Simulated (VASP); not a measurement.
# Au (Im-3m) in VASP: further runs

Au is run at these levels: r2SCAN; tasks: single point, relaxation of cell and atoms.

Everything below comes from runs of VASP 6.6.1. Logs are shortened: lines on timing, memory, paths and dates and some standing lists are left out, and cuts for length are marked.

### Step 1. The cell of the first run

Symmetry: Im-3m, No. 229, cubic system. The conventional cell has a = 3.267 Å, b = 3.267 Å, c = 3.267 Å, α = 90.00°, β = 90.00°, γ = 90.00°. Within 3.7 Å of Au (site symmetry m-3m) lie 14 Au at 2.83 to 3.27 Å.

### Step 2. Single point, r2SCAN

POSCAR reads:

```
Au
1.0
   -1.6335663200      1.6335663200      1.6335663200
    1.6335663200     -1.6335663200      1.6335663200
    1.6335663200      1.6335663200     -1.6335663200
Au
1
Direct
    0.0000000000      0.0000000000      0.0000000000
```

INCAR.step1 reads:

```
SYSTEM = Au
PREC     = Accurate       ! precision mode
ENCUT    = 520            ! plane-wave cutoff, eV
ISMEAR   = -1             ! smearing method
SIGMA    = 0.05           ! smearing width, eV
LREAL    = .FALSE.        ! projectors in reciprocal space
LASPH    = .TRUE.         ! aspherical terms in the spheres
NELM     = 60             ! most SCF steps
NBANDS   = 12             ! bands
GGA      = PE             ! functional
ALGO     = Normal         ! electronic algorithm
EDIFF    = 1E-4           ! SCF threshold, eV
LWAVE    = .TRUE.         ! write WAVECAR
LCHARG   = .FALSE.        ! write CHGCAR
```

INCAR.step2 reads:

```
SYSTEM = Au
PREC     = Accurate       ! precision mode
ENCUT    = 520            ! plane-wave cutoff, eV
EDIFF    = 1E-6           ! SCF threshold, eV
ISMEAR   = -1             ! smearing method
SIGMA    = 0.05           ! smearing width, eV
LREAL    = .FALSE.        ! projectors in reciprocal space
LASPH    = .TRUE.         ! aspherical terms in the spheres
NELM     = 60             ! most SCF steps
ALGO     = Normal         ! electronic algorithm
ISIF     = 2              ! what is computed and relaxed
LWAVE    = .FALSE.        ! write WAVECAR
LCHARG   = .FALSE.        ! write CHGCAR
METAGGA  = R2SCAN         ! meta-GGA
LMIXTAU  = .TRUE.       
NBANDS   = 12             ! bands
ISTART   = 1
```

KPOINTS reads:

```
Automatic mesh
0
G
  11 11 11
  0 0 0
```

Potentials or basis: VASP PAW PBE potentials, release 64 (Au).

Started as:

```
$ cat potpaw_PBE.64/Au/POTCAR > POTCAR
$ cp INCAR.step1 INCAR
$ mpirun -np 1 vasp_std > vasp.out
$ cp INCAR.step2 INCAR
$ mpirun -np 1 vasp_std > vasp.out
```

OUTCAR:

```text
SYSTEM = Au
   PREC = Accurate
   ENCUT = 520
   EDIFF = 1E-6
   ISMEAR = -1
   LREAL = .FALSE.
   LASPH = .TRUE.
   NELM = 60
   ISIF = 2
   METAGGA = R2SCAN
   ISTART = 1

 ion  position               nearest neighbor table
   1  0.000  0.000  0.000-

  LATTYP: Found a body centered cubic cell.
 ALAT       =     3.2671326400

  Lattice vectors:

 A1 = (  -1.6335663200,   1.6335663200,   1.6335663200)
 A2 = (   1.6335663200,  -1.6335663200,   1.6335663200)
 A3 = (   1.6335663200,   1.6335663200,  -1.6335663200)

Analysis of symmetry for initial positions (statically):
=====================================================================
 Subroutine PRICEL returns:
 Original cell was already a primitive cell.

 Routine SETGRP: Setting up the symmetry group for a
 body centered cubic supercell.

 Subroutine GETGRP returns: Found 48 space group operations
 (whereof 48 operations were pure point group operations)
 out of a pool of 48 trial point group operations.

The static configuration has the point symmetry O_h .

Analysis of symmetry for dynamics (positions and initial velocities):
=====================================================================
 Subroutine PRICEL returns:
 Original cell was already a primitive cell.

 Routine SETGRP: Setting up the symmetry group for a
 body centered cubic supercell.

 Subroutine GETGRP returns: Found 48 space group operations
 (whereof 48 operations were pure point group operations)
 out of a pool of 48 trial point group operations.

The dynamic configuration has the point symmetry O_h .

 Subroutine INISYM returns: Found 48 space group operations
 (whereof 48 operations are pure point group operations),
 and found     1 'primitive' translations

----------------------------------------------------------------------------------------

                                     Primitive cell

  volume of cell :      17.4369

  direct lattice vectors                    reciprocal lattice vectors
    -1.633566320  1.633566320  1.633566320     0.000000000  0.306078788  0.306078788
     1.633566320 -1.633566320  1.633566320     0.306078788  0.000000000  0.306078788
     1.633566320  1.633566320 -1.633566320     0.306078788  0.306078788  0.000000000

  length of vectors
     2.829419864  2.829419864  2.829419864     0.432860774  0.432860774  0.432860774

  position of ions in fractional coordinates (direct lattice)
     0.000000000  0.000000000  0.000000000

  ion indices of the primitive-cell ions
   primitive index   ion index
                 1           1
[... 80 lines left out ...]
   POTIM  = 0.5000    time-step for ionic-motion
   TEBEG  =    0.0;   TEEND  =   0.0 temperature during run
   PSTRESS=    0.0 pullay stress
   NELECT =      11.0000    total number of electrons
   NUPDOWN=      -1.0000    fix difference up-down
   EMIN   =  10.00;   EMAX   =-10.00  energy-range for DOS
   EFERMI =   0.00;   METHOD = LEGACY
   ISMEAR =    -1;   SIGMA  =   0.05  broadening in eV -4-tet -1-fermi 0-gaus
   EFERMI_NEDOS =   21; number of points for ismear=-14 and -15
   IALGO  =     38    algorithm
   IMIX   =      4    mixing-type and parameters
     AMIX     =   0.40;   BMIX     =  1.00
     AMIX_MAG =   1.60;   BMIX_MAG =  1.00
  volume/ion in A,a.u.               =      17.44       117.67
  Fermi-wavevector in a.u.,A,eV,Ry     =   1.404049  2.653268 26.821897  1.971354
  Thomas-Fermi vector in A             =   2.526650
   LORBIT       =      0    0 simple, 1 ext, 2 COOP (PROOUT), +10 PAW based schemes
   METAGGA = R2SCAN    functional components
   LHFCALC =     F    Hartree Fock is set to
   AEXX    =    0.0000 exact exchange contribution
   IVDW    =     0    specifies the selected vdW correction
   LEPSILON=     F    determine dielectric tensor
   LRPA    =     F    only Hartree local field effects (RPA)
 non-spin polarized calculation
  energy-cutoff  :      520.00
  volume of cell :       17.44
 maximum number of plane-waves:       478
 NGX is ok and might be reduce to    24
   NGX = 11   NGY = 11   NGZ = 11

 number of electron      11.0000002 magnetization

 Free energy of the ion-electron system (eV)
  ---------------------------------------------------
  ext. energy  EPLUGINS =         0.00000000
  ---------------------------------------------------
  free energy    TOTEN  =       -50.56955559 eV

  energy without entropy =      -50.56372616  energy(sigma->0) =      -50.56664087

 E-fermi :   8.8532     XC(G=0): -13.4565

 val. band max:        8.8509299903   @ k =  -0.3636   0.4545   0.0909
 cond. band min:       8.8870737438   @ k =  -0.2727   0.4545   0.0909
 fundamental gap:      0.0361437535
 Fermi energy:         8.8532484476

 k-point     1 :       0.0000    0.0000    0.0000
  band No.  band energies     occupation
      1      -0.8692      2.00000
      2       3.9508      2.00000
      3       3.9508      2.00000
      4       3.9508      2.00000
      5       5.8611      2.00000
      6       5.8611      2.00000
      7      26.3762      0.00000
      8      26.3762      0.00000
      9      26.3762      0.00000
     10      33.8175      0.00000
     11      33.8175      0.00000
     12      33.8175      0.00000
[... 331 lines left out ...]
 k-point    24 :       0.3636    0.1818    0.0909
  band No.  band energies     occupation
      1       2.5568      2.00000
      2       3.0847      2.00000
      3       4.8100      2.00000
      4       5.9135      2.00000
      5       6.1052      2.00000
      6      12.1743      0.00000
      7      12.4628      0.00000
      8      18.3046      0.00000
      9      21.0627      0.00000
     10      32.0241      0.00000
     11      33.7395      0.00000
     12      35.9405      0.00000

 [... further k-points ...]

------------------------ aborting loop because EDIFF is reached ----------------------------------------

  FORCE on cell =-STRESS in cart. coord.  units (eV):
  Direction    XX          YY          ZZ          XY          YZ          ZX
  --------------------------------------------------------------------------------------
  -------------------------------------------------------------------------------------
  Total        0.2481658      0.2481658      0.2481658     -0.0000000     -0.0000000     -0.0000000
  in kB       22.8024892     22.8024892     22.8024892     -0.0000000     -0.0000000     -0.0000000
  external PRESSURE =      22.8024892 kB  Pullay stress =       0.0000000 kB

 VOLUME and BASIS-vectors are now :
 -----------------------------------------------------------------------------
  energy-cutoff  :      520.00
  volume of cell :       17.44
      direct lattice vectors                 reciprocal lattice vectors
    -1.633566320  1.633566320  1.633566320     0.000000000  0.306078788  0.306078788
     1.633566320 -1.633566320  1.633566320     0.306078788  0.000000000  0.306078788
     1.633566320  1.633566320 -1.633566320     0.306078788  0.306078788  0.000000000

 POSITION                                       TOTAL-FORCE (eV/Angst)
 -----------------------------------------------------------------------------------
      0.00000      0.00000      0.00000        -0.000000     -0.000000     -0.000000
 -----------------------------------------------------------------------------------
    total drift:                               -0.000000      0.000000      0.000000

  FREE ENERGIE OF THE ION-ELECTRON SYSTEM (eV)
  ---------------------------------------------------
  free  energy   TOTEN  =       -50.5695555853 eV

  energy  without entropy=      -50.5637261552  energy(sigma->0) =      -50.56664087
```

OUTCAR.step1:

```text
SYSTEM = Au
   PREC = Accurate
   ENCUT = 520
   ISMEAR = -1
   LREAL = .FALSE.
   LASPH = .TRUE.
[... 577 lines left out ...]
 -----------------------------------------------------------------------------------
      0.00000      0.00000      0.00000        -0.000000      0.000000     -0.000000
 -----------------------------------------------------------------------------------
    total drift:                               -0.000000      0.000000      0.000000

  FREE ENERGIE OF THE ION-ELECTRON SYSTEM (eV)
  ---------------------------------------------------
  free  energy   TOTEN  =        -3.1869974318 eV

  energy  without entropy=       -3.1810588010  energy(sigma->0) =       -3.18402812
```

Run time: 88 s. Hardware: 1 thread of AMD EPYC 7R43 (Zen 3), shared host; peak memory 0.11 GiB.

Results:

```yaml
Free_energy: -50.5696 eV
Pressure: 2.3 GPa
```

Levels at points of the mesh, in eV from the Fermi level:
```tsv
k point	band 3	band 4	band 5	band 6	band 7	band 8	band 9	band 10
(0.00, 0.00, 0.00)	-4.90	-4.90	-2.99	-2.99	17.52	17.52	17.52	24.96
```

Caveat: the PAW data sets were made with another functional, which shifts forces and pressure a little; spin-orbit coupling is left out, which moves the levels of the heavy elements.

### Step 3. Relaxation of cell and atoms, r2SCAN

This run uses another cell than the first one, of 18.21 Å³/atom, 1.044 times its volume.

POSCAR reads:

```
Au
1.0
   -1.6572690000      1.6572690000      1.6572690000
    1.6572690000     -1.6572690000      1.6572690000
    1.6572690000      1.6572690000     -1.6572690000
Au
1
Direct
    0.0000000000      0.0000000000      0.0000000000
```

INCAR.step1 reads:

```
SYSTEM = Au
PREC = Accurate ; ENCUT = 600
ISMEAR = -1 ; SIGMA = 0.05
LREAL = .False. ; LASPH = .True.
NELM = 100 ; GGA = PE
ALGO = Normal ; EDIFF = 1E-4
LWAVE = .True. ; LCHARG = .False.
```

INCAR.step2 reads:

```
SYSTEM = Au
PREC = Accurate ; ENCUT = 600
EDIFF = 1E-6 ; ISMEAR = -1
SIGMA = 0.05 ; LREAL = .False.
LASPH = .True. ; NELM = 100
ALGO = Normal ; ISIF = 3
LWAVE = .False. ; LCHARG = .False.
METAGGA = R2SCAN ; LMIXTAU = .True.
IBRION = 2 ; NSW = 60
EDIFFG = -0.01 ; ISTART = 1
```

KPOINTS reads:

```
regular mesh
0
Gamma
  11 11 11
  0 0 0
```

Potentials or basis: VASP PAW PBE potentials, release 64 (Au).

Started as:

```
$ cat potpaw_PBE.64/Au/POTCAR > POTCAR
$ cp INCAR.step1 INCAR
$ mpirun -np 1 vasp_std > vasp.out
$ cp INCAR.step2 INCAR
$ mpirun -np 1 vasp_std > vasp.out
```

It took 3.5 min on 1 thread of AMD EPYC 7R43 (Zen 3), shared host; peak memory 0.13 GiB.

The run converged. Its results:

| Property | Result |
| --- | --- |
| Free energy | -50.5711 eV |
| Relaxed volume | 17.71 Å³/atom |
| Relaxed cell | a = 2.844 Å, b = 2.844 Å, c = 2.844 Å, α = 109.47°, β = 109.47°, γ = 109.47° |
| Space group after relaxing (to 0.05 Å) | Im-3m (No. 229) |
| Energy gained by relaxing | 6.2 meV/atom |
| Ionic steps | 3 |
| Pressure after relaxing | 0.0 GPa |

The path:
| step | energy change (eV) | largest force (eV/Å) | pressure (GPa) | volume (Å³) |
| --- | --- | --- | --- | --- |
| 1 | 0.0000 | 0.0000 | -3.85 | 18.21 |
| 2 | 0.0049 | 0.0000 | 5.94 | 17.08 |
| 3 | -0.0062 | 0.0000 | -0.02 | 17.71 |

Final structure:
```yaml
crystal:
  lattice:
    - [-1.64200, 1.64200, 1.64200]
    - [1.64200, -1.64200, 1.64200]
    - [1.64200, 1.64200, -1.64200]
  atoms:
    - { symbol: Au, position: [0.00000, 0.00000, 0.00000] }
```

Levels at points of the mesh, in eV from the Fermi level:
```tsv
k point	band 3	band 4	band 5	band 6	band 7	band 8	band 9
(0.00, 0.00, 0.00)	-4.82	-4.82	-2.96	-2.96	17.51	17.51	17.51
```

Caveat: the PAW data sets were made with another functional, which shifts forces and pressure a little; spin-orbit coupling is left out, which moves the levels of the heavy elements.

[end of part 1 of 3]
